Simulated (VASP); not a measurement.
A run of VASP 6.6.1:

Contents of INCAR:

```
SYSTEM = W2Cl
  PREC = Accurate
  ENCUT = 600
  EDIFF = 1E-7
  ISMEAR = 0
  SIGMA = 0.1
  LREAL = .False.
  LASPH = .True.
  NELM = 100
  ALGO = Normal
  ISIF = 3
  LWAVE = .False.
  LCHARG = .False.
  GGA = PE
  IBRION = 2
  NSW = 90
  EDIFFG = -0.04
```

KPOINTS

```
regular mesh
0
Gamma
  6 6 6
  0 0 0
```

File POSCAR:

```
W2Cl
1.0
    4.6176315603      0.0000000000      0.0000000000
   -2.3088157801      3.9989862365      0.0000000000
    0.0000000000      0.0000000000      2.8594713031
W Cl
2 1
Direct
    0.3333333333      0.6666666667      0.5000000000
    0.6666666667      0.3333333333      0.5000000000
    0.0000000000      0.0000000000      0.0000000000
```

Potentials or basis: VASP PAW PBE potentials, release 64 (W_sv, Cl).

Run with:

```console
$ cat potpaw_PBE.64/W_sv/POTCAR potpaw_PBE.64/Cl/POTCAR > POTCAR
$ mpirun -np 1 vasp_std > vasp.out
```

Hardware: 1 thread of Intel Xeon 8259CL (shared host).

Problem. Estimate the wall time of this run.

Solution. It took 3.9 min on 1 thread of Intel Xeon 8259CL, with other jobs on the host, peak memory 0.21 GiB. Counts: scf iterations 54, k points 28, ion steps 6.
